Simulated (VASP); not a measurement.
# W3C in VASP: single point with PBE

Aim: the single point of W3C with PBE.

Everything below comes from runs of VASP 6.6.1. Logs are shortened: lines on timing, memory, paths and dates and some standing lists are left out, and cuts for length are marked.

## 1. The cell of the first run

The cell holds a slab with vacuum, 4 atoms: a = 2.855 Å, b = 2.855 Å, c = 19.445 Å, α = 90.00°, β = 90.00°, γ = 90.00°.

## 2. Single point, PBE

INCAR reads:

```
SYSTEM = W3C
PREC = Accurate
ENCUT = 520
EDIFF = 1E-6
ISMEAR = 0
SIGMA = 0.1
LREAL = .False.
LASPH = .True.
NELM = 100
ALGO = Normal
ISIF = 2
LWAVE = .False.
LCHARG = .False.
LDIPOL = .True.
IDIPOL = 3
DIPOL = 0.5 0.5 0.349
GGA = PE
NBANDS = 31
```

KPOINTS reads:

```
Automatic mesh
0
Gamma
  9 9 1
  0 0 0
```

POSCAR reads:

```
W3C
1.0
    2.8547213223      0.0000000000      0.0000000000
    0.0000000000      2.8547213223      0.0000000000
    0.0000000000      0.0000000000     19.4446427381
W C
3 1
Direct
    0.5000000000      0.5000000000      0.2057121879
    0.0000000000      0.0000000000      0.3071172995
    0.5000000000      0.5000000000      0.4085774599
    0.5000000000      1.0000000000      0.4758390378
```

Potentials or basis: VASP PAW PBE potentials, release 64 (W_sv, C).

Launch:

```sh
cat potpaw_PBE.64/W_sv/POTCAR potpaw_PBE.64/C/POTCAR > POTCAR
mpirun -np 1 vasp_std > vasp.out
```

OUTCAR:

```text
SYSTEM = W3C
   PREC = Accurate
   ENCUT = 520
   EDIFF = 1E-6
   ISMEAR = 0
   LREAL = .False.
   LASPH = .True.
   NELM = 100
   ISIF = 2
   GGA = PE

 ion  position               nearest neighbor table
   1  0.500  0.500  0.206-   2 2.82   2 2.82   2 2.82   2 2.82
   2  0.000  0.000  0.307-   1 2.82   1 2.82   1 2.82   1 2.82   3 2.82   3 2.82   3 2.82   3 2.82

   3  0.500  0.500  0.409-   4 1.94   4 1.94   2 2.82   2 2.82   2 2.82   2 2.82
   4  0.500  0.000  0.476-   3 1.94   3 1.94

  LATTYP: Found a simple tetragonal cell.
 ALAT       =     2.8547213223
 C/A-ratio  =     6.8113978714

  Lattice vectors:

 A1 = (   2.8547213223,   0.0000000000,   0.0000000000)
 A2 = (   0.0000000000,   2.8547213223,   0.0000000000)
 A3 = (   0.0000000000,   0.0000000000,  19.4446427381)

Analysis of symmetry for initial positions (statically):
=====================================================================
 Subroutine PRICEL returns:
 Original cell was already a primitive cell.

 Routine SETGRP: Setting up the symmetry group for a
 simple tetragonal supercell.

 Subroutine GETGRP returns: Found  4 space group operations
 (whereof  4 operations were pure point group operations)
 out of a pool of 16 trial point group operations.

The static configuration has the point symmetry C_2v.

Analysis of symmetry for dynamics (positions and initial velocities):
=====================================================================
 Subroutine PRICEL returns:
 Original cell was already a primitive cell.

 Routine SETGRP: Setting up the symmetry group for a
 simple tetragonal supercell.

 Subroutine GETGRP returns: Found  4 space group operations
 (whereof  4 operations were pure point group operations)
 out of a pool of 16 trial point group operations.

The dynamic configuration has the point symmetry C_2v.

 Subroutine INISYM returns: Found  4 space group operations
 (whereof  4 operations are pure point group operations),
 and found     1 'primitive' translations

----------------------------------------------------------------------------------------

                                     Primitive cell

  volume of cell :     158.4628

  direct lattice vectors                    reciprocal lattice vectors
     2.854721322  0.000000000  0.000000000     0.350296890  0.000000000  0.000000000
     0.000000000  2.854721322  0.000000000     0.000000000  0.350296890  0.000000000
     0.000000000  0.000000000 19.444642738     0.000000000  0.000000000  0.051428047
[... 95 lines left out ...]
   POTIM  = 0.5000    time-step for ionic-motion
   TEBEG  =    0.0;   TEEND  =   0.0 temperature during run
   PSTRESS=    0.0 pullay stress
   NELECT =      46.0000    total number of electrons
   NUPDOWN=      -1.0000    fix difference up-down
   EMIN   =  10.00;   EMAX   =-10.00  energy-range for DOS
   EFERMI =   0.00;   METHOD = LEGACY
   ISMEAR =     0;   SIGMA  =   0.10  broadening in eV -4-tet -1-fermi 0-gaus
   EFERMI_NEDOS =   21; number of points for ismear=-14 and -15
   IALGO  =     38    algorithm
   IMIX   =      4    mixing-type and parameters
     AMIX     =   0.40;   BMIX     =  1.00
     AMIX_MAG =   1.60;   BMIX_MAG =  1.00
  volume/ion in A,a.u.               =      39.62       267.34
  Fermi-wavevector in a.u.,A,eV,Ry     =   1.083973  2.048411 15.986799  1.174997
  Thomas-Fermi vector in A             =   2.220051
   LORBIT       =      0    0 simple, 1 ext, 2 COOP (PROOUT), +10 PAW based schemes
   GGA     = PE    functional components
   LHFCALC =     F    Hartree Fock is set to
   AEXX    =    0.0000 exact exchange contribution
   IVDW    =     0    specifies the selected vdW correction
   LEPSILON=     F    determine dielectric tensor
   LRPA    =     F    only Hartree local field effects (RPA)
 non-spin polarized calculation
 Gauss-broadening in eV      SIGMA  =   0.10
  energy-cutoff  :      520.00
  volume of cell :      158.46
 maximum number of plane-waves:      4297
 NGX is ok and might be reduce to    24
   NGX = 11   NGY = 11   NGZ = 73

 dipolmoment           0.000000      0.000000     -0.003166 electrons x Angstroem

 number of electron      45.9999996 magnetization

 dipolmoment           0.000000      0.000000      0.082311 electrons x Angstroem

 Free energy of the ion-electron system (eV)
  ---------------------------------------------------
  ext. energy  EPLUGINS =         0.00000000
  ---------------------------------------------------
  free energy    TOTEN  =       -41.52987713 eV

  energy without entropy =      -41.50594018  energy(sigma->0) =      -41.51790865

 E-fermi :   0.0904     XC(G=0):  -5.7030

 val. band max:        0.0613089905   @ k =   0.0000   0.2222   0.0000
 cond. band min:       0.0974826774   @ k =   0.3333   0.3333   0.0000
 fundamental gap:      0.0361736869
 Fermi energy:         0.0903818463

 k-point     1 :       0.0000    0.0000    0.0000
  band No.  band energies     occupation
      1     -73.8124      2.00000
      2     -73.5914      2.00000
      3     -73.3370      2.00000
      4     -38.3665      2.00000
      5     -37.9235      2.00000
      6     -37.7237      2.00000
[... 805 lines left out ...]
     30       4.8083      0.00000
     31       5.0882      0.00000

 [... further k-points ...]

------------------------ aborting loop because EDIFF is reached ----------------------------------------

 vacuum level on the upper side and lower side of the slab       (xc-potential included)         0.835        -1.028

  FORCE on cell =-STRESS in cart. coord.  units (eV):
  Direction    XX          YY          ZZ          XY          YZ          ZX
  --------------------------------------------------------------------------------------
  -------------------------------------------------------------------------------------
  Total        1.1638801     -0.6705272      1.7481992      0.0000000      0.0000000      0.0000000
  in kB       11.7676958     -6.7795300     17.6755969      0.0000000      0.0000000      0.0000000
  external PRESSURE =       7.5545876 kB  Pullay stress =       0.0000000 kB

 VOLUME and BASIS-vectors are now :
 -----------------------------------------------------------------------------
  energy-cutoff  :      520.00
  volume of cell :      158.46
      direct lattice vectors                 reciprocal lattice vectors
     2.854721322  0.000000000  0.000000000     0.350296890  0.000000000  0.000000000
     0.000000000  2.854721322  0.000000000     0.000000000  0.350296890  0.000000000
     0.000000000  0.000000000 19.444642738     0.000000000  0.000000000  0.051428047

 POSITION                                       TOTAL-FORCE (eV/Angst)
 -----------------------------------------------------------------------------------
      1.42736      1.42736      4.00000         0.000000      0.000000     -0.265126
      0.00000      0.00000      5.97179         0.000000      0.000000     -0.300670
      1.42736      1.42736      7.94464         0.000000      0.000000      0.455324
      1.42736      0.00000      9.25252         0.000000      0.000000      0.110472
 -----------------------------------------------------------------------------------
    total drift:                                0.000000     -0.000000     -0.000020

  FREE ENERGIE OF THE ION-ELECTRON SYSTEM (eV)
  ---------------------------------------------------
  free  energy   TOTEN  =       -41.5298771254 eV

  energy  without entropy=      -41.5059401818  energy(sigma->0) =      -41.51790865

 vacuum level on the upper side and lower side of the slab         6.333         4.475
```

It took 1.9 min on 1 thread of Intel Xeon 6975P-C (Granite Rapids), shared host; peak memory 0.32 GiB.

Results:

* Free energy: -41.5299 eV
* Largest force: 0.455 eV/Å
* Band gap on the k mesh: zero (bands 23 and 24 overlap by 0.91 eV)

Forces on the atoms (eV/Å):
```
W    0.000  0.000 -0.265
W    0.000  0.000 -0.301
W    0.000  0.000  0.455
C    0.000  0.000  0.110
```

Levels at points of the mesh, in eV from the Fermi level:
```tsv
k point	band 20	band 21	band 22	band 23	band 24	band 25	band 26	band 27
(0.00, 0.00, 0.00)	-1.62	-0.78	-0.53	0.37	0.64	1.28	1.41	2.64
```

Caveat: spin-orbit coupling is left out, which moves the levels of the heavy elements.

The gap in the log of VASP goes by the Fermi energy; the results here count the filled bands.